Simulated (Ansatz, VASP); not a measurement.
Cd2Se3S: VASP beside Ansatz

```
Cd Se S
1.0
     3.07232    1.77381    4.67768
    -3.07232    1.77381    4.67768
     0.00000   -3.54761    4.67768
Cd Se S
2 3 1
Direct
  0.82094 0.82094 0.82094
  0.17906 0.17906 0.17906
  0.50000 0.50000 0.00000
  0.00000 0.50000 0.50000
  0.50000 0.00000 0.50000
  0.00000 0.00000 0.00000
```

Alike in both runs: functional PBE; k mesh 6 × 6 × 6; occupations gaussian, width 0.1 eV; no spin polarisation.

Ansatz relaxed the structure, and its values are those at the end. VASP's run is a single point on that final structure, the one shown.

|  | VASP | Ansatz |
| --- | --- | --- |
| version | VASP 6.6.1 | Ansatz 0.2.0 |
| potentials or method | VASP PAW PBE potentials, release 64 (Cd, Se, S), cutoff 520 eV | scalar-relativistic, plane waves, PAW |
| valence electrons in the cell | 48 | 94 |

|  | VASP | Ansatz | Ansatz less VASP |
| --- | --- | --- | --- |
| gap on the k mesh at the Fermi level (eV) | none | none | - |
| pressure (GPa) | 0.2 | 0.0 | -0.20 |

A gap of «none» marks a metal or a gap that the smearing closes. With one functional, cell and mesh, what is left measures potentials, basis and numerics. VASP's potentials hold 48 valence electrons a cell and Ansatz's 94, so a difference there can come from the potentials and not from the codes.
